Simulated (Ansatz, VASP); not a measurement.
Mg2S3O2: VASP beside Ansatz

Contents of INCAR:

```
SYSTEM = Mg2S3O2
  ALGO = Normal
  EDIFF = 1E-6
  ENCUT = 840
  GGA = PE
  GGA_COMPAT = .False.
  ISIF = 2
  ISMEAR = 0
  LASPH = .True.
  LCHARG = .False.
  LREAL = .False.
  LWAVE = .False.
  NBANDS = 34
  NELM = 120
  PREC = Accurate
  SIGMA = 0.1
```

Contents of KPOINTS:

```
k-points
0
Gamma
  4 4 4
  0 0 0
```

Contents of POSCAR:

```
Mg2S3O2
1.0
   -2.6938907000      2.6938907000      4.3112587300
    2.6938907000     -2.6938907000      4.3112587300
    2.6938907000      2.6938907000     -4.3112587300
Mg S O
2 3 2
Direct
    0.5000000000      0.0000000000      0.5000000000
    0.0000000000      0.5000000000      0.5000000000
    0.6626232900      0.6626232900      0.0000000000
    0.3373767100      0.3373767100      0.0000000000
    0.0000000000      0.0000000000      0.0000000000
    0.2070128000      0.2070128000      0.0000000000
    0.7929872000      0.7929872000      0.0000000000
```

Input for Ansatz:

```yaml
crystal:
  lattice:
    - [-2.6938907, 2.6938907, 4.31125873]
    - [2.6938907, -2.6938907, 4.31125873]
    - [2.6938907, 2.6938907, -4.31125873]
  atoms:
    - { symbol: Mg, position: [0.5, 0.0, 0.5] }
    - { symbol: Mg, position: [0.0, 0.5, 0.5] }
    - { symbol: S, position: [0.66262329, 0.66262329, 0.0] }
    - { symbol: S, position: [0.33737671, 0.33737671, 0.0] }
    - { symbol: S, position: [0.0, 0.0, 0.0] }
    - { symbol: O, position: [0.2070128, 0.2070128, 0.0] }
    - { symbol: O, position: [0.7929872, 0.7929872, 0.0] }
basis:
  ecutwfc: 420
kpoints:
  mp_grid: { grid: [4, 4, 4] }
hamiltonian:
  xc: pbe
scf:
  occupations: { method: gaussian, width: 0.1 }
  lower_state_search: "off"
output:
  forces: true
  stress: true
  eigenvalues: true
```

Alike in both runs: task single point; functional PBE; k mesh 4 × 4 × 4; occupations gaussian, width 0.1 eV; no spin polarisation.

|  | VASP | Ansatz |
| --- | --- | --- |
| version | VASP 6.6.1 | Ansatz 0.2.0 |
| potentials or method | VASP PAW PBE potentials, release 64 (Mg_sv, S, O), cutoff 840 eV | scalar-relativistic, plane waves, PAW |
| valence electrons in the cell | 50 | 50 |

|  | VASP | Ansatz | Ansatz less VASP |
| --- | --- | --- | --- |
| gap on the k mesh at the Fermi level (eV) | none | none | - |
| rms of the force components (eV/Å) | 25.332 | 29.299 | +3.9673 |

Atom by atom the forces differ by 3.967 eV/Å (rms over components). A gap of «none» marks a metal or a gap that the smearing closes. With one functional, cell and mesh, what is left measures potentials, basis and numerics.

The k mesh is coarse, so the values compare programs but aren't converged.
